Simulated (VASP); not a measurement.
Input of a VASP 6.6.1 run:

File INCAR:

```
SYSTEM = HfC
ALGO = Normal
EDIFF = 1E-6
ENCUT = 520
GGA = PE
GGA_COMPAT = .False.
ISIF = 2
ISMEAR = -1
LASPH = .True.
LCHARG = .False.
LMAXMIX = 4
LORBIT = 11
LORBMOM = .True.
LREAL = .False.
LSORBIT = .True.
LWAVE = .False.
MAGMOM = 0 0 0 0 0 0
NBANDS = 26
NELM = 150
PREC = Accurate
SIGMA = 0.05
```

Contents of KPOINTS:

```
k-points
0
Gamma
  7 7 7
  0 0 0
```

POSCAR

```
HfC
1.0
    0.0000000000      2.3238684910      2.3238684910
    2.3238684910      0.0000000000      2.3238684910
    2.3238684910      2.3238684910      0.0000000000
Hf C
1 1
Direct
    0.5000000000      0.5000000000      0.5000000000
    0.0000000000      0.0000000000      0.0000000000
```

Potentials or basis: VASP PAW PBE potentials, release 64 (Hf_pv, C).

The run is started by

```sh
$ cat potpaw_PBE.64/Hf_pv/POTCAR potpaw_PBE.64/C/POTCAR > POTCAR
$ mpirun -np 1 vasp_ncl > vasp.out
```

Estimate the net moment.

0.00 μB per cell.

Predict the pressure.

-0.2 GPa.

Moments on the atoms (μB; x, y, z):
```
Hf  0.00 0.00 0.00
C   0.00 0.00 0.00
```
